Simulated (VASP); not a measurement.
# B (Cmcm) in VASP: relaxation of cell and atoms with PBE

Aim: the relaxation of cell and atoms of B with PBE.

Program: VASP 6.6.1. These are calculated values, not measurements. Logs are shortened: lines on timing, memory, paths and dates and some standing lists are left out, and cuts for length are marked.

### 1 The cell of the first run

Symmetry: Cmcm, No. 63, orthorhombic system. The conventional cell has a = 5.306 Å, b = 3.328 Å, c = 2.983 Å, α = 90.00°, β = 90.00°, γ = 90.00°. Within 2.3 Å of B (site symmetry m) lie 7 B at 1.73 to 1.90 Å.

### 2 Relaxation of cell and atoms, PBE

INCAR

```
SYSTEM = B
PREC = Accurate
ENCUT = 600
EDIFF = 1E-6
ISMEAR = 0
SIGMA = 0.1
LREAL = .FALSE.
LASPH = .TRUE.
NELM = 60
ALGO = Normal
ISIF = 3
LWAVE = .FALSE.
LCHARG = .FALSE.
GGA = PE
IBRION = 2
NSW = 100
EDIFFG = -0.01
```

KPOINTS

```
Automatic mesh
0
G
  16 16 16
  0 0 0
```

POSCAR

```
B
1.0
    2.6528073777     -1.6637576863      0.0000000000
    2.6528073777      1.6637576863      0.0000000000
    0.0000000000      0.0000000000      2.9830868145
B
4
Direct
    0.5118598079      0.8142055268      0.7500000000
    0.8142055268      0.5118598079      0.2500000000
    0.1857944732      0.4881401921      0.7500000000
    0.4881401921      0.1857944732      0.2500000000
```

Potentials or basis: VASP PAW PBE potentials, release 64 (B).

The run is started by

```
cat potpaw_PBE.64/B/POTCAR > POTCAR
mpirun -np 1 vasp_std > vasp.out
```

OUTCAR:

```text
SYSTEM = B
   PREC = Accurate
   ENCUT = 600
   EDIFF = 1E-6
   ISMEAR = 0
   LREAL = .FALSE.
   LASPH = .TRUE.
   NELM = 60
   ISIF = 3
   GGA = PE
   IBRION = 2
   NSW = 100
   EDIFFG = -0.01

 ion  position               nearest neighbor table
   1  0.512  0.814  0.750-   3 1.73   2 1.80   2 1.80   4 1.87   4 1.87   3 1.90   3 1.90
   2  0.814  0.512  0.250-   4 1.73   1 1.80   1 1.80   3 1.87   3 1.87   4 1.90   4 1.90
   3  0.186  0.488  0.750-   1 1.73   4 1.80   4 1.80   2 1.87   2 1.87   1 1.90   1 1.90
   4  0.488  0.186  0.250-   2 1.73   3 1.80   3 1.80   1 1.87   1 1.87   2 1.90   2 1.90

  LATTYP: Found a base centered orthorhombic cell.
 ALAT       =     3.3275153726
 B/A-ratio  =     1.5944673912
 C/A-ratio  =     0.8964907688

  Lattice vectors:

 A1 = (  -2.6528073777,  -1.6637576863,   0.0000000000)
 A2 = (   2.6528073777,  -1.6637576863,   0.0000000000)
 A3 = (   0.0000000000,   0.0000000000,   2.9830868145)

Analysis of symmetry for initial positions (statically):
=====================================================================
 Subroutine PRICEL returns:
 Original cell was already a primitive cell.

 Routine SETGRP: Setting up the symmetry group for a
 base centered orthorhombic supercell.

 Subroutine GETGRP returns: Found  8 space group operations
 (whereof  4 operations were pure point group operations)
 out of a pool of  8 trial point group operations.

The static configuration has the point symmetry C_2h.
 The point group associated with its full space group is D_2h.

Analysis of symmetry for dynamics (positions and initial velocities):
=====================================================================
 Subroutine PRICEL returns:
 Original cell was already a primitive cell.

 Routine SETGRP: Setting up the symmetry group for a
 base centered orthorhombic supercell.

 Subroutine GETGRP returns: Found  8 space group operations
 (whereof  4 operations were pure point group operations)
 out of a pool of  8 trial point group operations.

The dynamic configuration has the point symmetry C_2h.
 The point group associated with its full space group is D_2h.

 Subroutine INISYM returns: Found  8 space group operations
 (whereof  4 operations are pure point group operations),
 and found     1 'primitive' translations

----------------------------------------------------------------------------------------

                                     Primitive cell

  volume of cell :      26.3325
[... 106 lines left out ...]
   EMIN   =  10.00;   EMAX   =-10.00  energy-range for DOS
   EFERMI =   0.00;   METHOD = LEGACY
   ISMEAR =     0;   SIGMA  =   0.10  broadening in eV -4-tet -1-fermi 0-gaus
   EFERMI_NEDOS =   21; number of points for ismear=-14 and -15
   IALGO  =     38    algorithm
   IMIX   =      4    mixing-type and parameters
     AMIX     =   0.40;   BMIX     =  1.00
     AMIX_MAG =   1.60;   BMIX_MAG =  1.00
  volume/ion in A,a.u.               =       6.58        44.43
  Fermi-wavevector in a.u.,A,eV,Ry     =   1.259809  2.380694 21.594059  1.587119
  Thomas-Fermi vector in A             =   2.393350
   LORBIT       =      0    0 simple, 1 ext, 2 COOP (PROOUT), +10 PAW based schemes
   GGA     = PE    functional components
   LHFCALC =     F    Hartree Fock is set to
   AEXX    =    0.0000 exact exchange contribution
   IVDW    =     0    specifies the selected vdW correction
   LEPSILON=     F    determine dielectric tensor
   LRPA    =     F    only Hartree local field effects (RPA)
 conjugate gradient relaxation of ions
 non-spin polarized calculation
 Gauss-broadening in eV      SIGMA  =   0.10
  energy-cutoff  :      600.00
  volume of cell :       26.33
 maximum number of plane-waves:       904
 NGX is ok and might be reduce to    28
   NGX = 13   NGY = 13   NGZ = 11

--------------------------------------- Ionic step        1  -------------------------------------------

 number of electron      12.0000000 magnetization

 Free energy of the ion-electron system (eV)
  ---------------------------------------------------
  ext. energy  EPLUGINS =         0.00000000
  ---------------------------------------------------
  free energy    TOTEN  =       -25.75127963 eV

  energy without entropy =      -25.75077978  energy(sigma->0) =      -25.75102971

------------------------ aborting loop because EDIFF is reached ----------------------------------------

  FORCE on cell =-STRESS in cart. coord.  units (eV):
  Direction    XX          YY          ZZ          XY          YZ          ZX
  --------------------------------------------------------------------------------------
  -------------------------------------------------------------------------------------
  Total        0.0751707     -0.0219631     -0.0075899      0.0000000      0.0000000      0.0000000
  in kB        4.5736952     -1.3363258     -0.4618006      0.0000000      0.0000000      0.0000000
  external PRESSURE =       0.9251896 kB  Pullay stress =       0.0000000 kB
[... 101 lines left out ...]
--------------------------------------- Ionic step        4  -------------------------------------------

 number of electron      12.0000000 magnetization

 Free energy of the ion-electron system (eV)
  ---------------------------------------------------
  ext. energy  EPLUGINS =         0.00000000
  ---------------------------------------------------
  free energy    TOTEN  =       -25.75157753 eV

  energy without entropy =      -25.75105091  energy(sigma->0) =      -25.75131422

 E-fermi :   8.3499     XC(G=0): -12.1927

 val. band max:        8.2998210054   @ k =   0.5000   0.5000   0.0000
 cond. band min:       8.3535932356   @ k =   0.3750   0.3125   0.0000
 fundamental gap:      0.0537722302
 Fermi energy:         8.3498624052

 k-point     1 :       0.0000    0.0000    0.0000
  band No.  band energies     occupation
      1      -9.1942      2.00000
      2       1.0683      2.00000
      3       3.0354      2.00000
      4       3.8456      2.00000
      5       4.5523      2.00000
      6       6.7200      2.00000
      7       8.8597      0.00000
      8      10.9470      0.00000
      9      11.2006      0.00000
     10      13.9213      0.00000
[... 287 lines left out ...]
 k-point    24 :      -0.0625    0.0625    0.0000
  band No.  band energies     occupation
      1      -9.0318      2.00000
      2       1.2490      2.00000
      3       1.4562      2.00000
      4       3.3132      2.00000
      5       6.1941      2.00000
      6       6.7435      2.00000
      7       8.5451      0.00576
      8      11.1847      0.00000
      9      12.1368      0.00000
     10      12.4202      0.00000

 [... further k-points ...]
[... 5 lines left out ...]
  --------------------------------------------------------------------------------------
  -------------------------------------------------------------------------------------
  Total        0.0076229      0.0003439      0.0011644      0.0000000      0.0000000      0.0000000
  in kB        0.4639302      0.0209298      0.0708641      0.0000000      0.0000000      0.0000000
  external PRESSURE =       0.1852414 kB  Pullay stress =       0.0000000 kB
[... 19 lines left out ...]
  FREE ENERGIE OF THE ION-ELECTRON SYSTEM (eV)
  ---------------------------------------------------
  free  energy   TOTEN  =       -25.7515775253 eV

  energy  without entropy=      -25.7510509131  energy(sigma->0) =      -25.75131422

 reached required accuracy - stopping structural energy minimisation
```

Run time: 3.3 min. Hardware: 1 thread of AMD EPYC 9R45 (Zen 5), shared host; peak memory 0.26 GiB.

What came out:

| Property | Result |
| --- | --- |
| Free energy | -25.7516 eV |
| Relaxed volume | 6.58 Å³/atom |
| Relaxed cell | a = 3.131 Å, b = 3.131 Å, c = 2.983 Å, α = 90.00°, β = 90.00°, γ = 64.19° |
| Space group after relaxing (to 0.1 Å) | Cmcm (No. 63) |
| Energy gained by relaxing | 0.1 meV/atom |
| Ionic steps | 4 |
| Pressure after relaxing | 0.0 GPa |
| Band gap on the k mesh | zero (bands 6 and 7 overlap by 0.64 eV) |

The path:
```csv
step,energy change (eV),largest force (eV/Å),pressure (GPa),volume (Å³)
1,0.0000,0.0793,0.09,26.33
2,0.0002,0.0957,-0.33,26.35
3,-0.0003,0.0085,-0.10,26.34
4,-0.0003,0.0016,0.02,26.33
```

Final structure:
```yaml
crystal:
  lattice:
    - [2.65247, -1.66357, 0.00000]
    - [2.65247, 1.66357, 0.00000]
    - [0.00000, 0.00000, 2.98304]
  atoms:
    - { symbol: B, position: [0.51191, 0.81481, 0.75000] }
    - { symbol: B, position: [0.81481, 0.51191, 0.25000] }
    - { symbol: B, position: [0.18519, 0.48809, 0.75000] }
    - { symbol: B, position: [0.48809, 0.18519, 0.25000] }
```
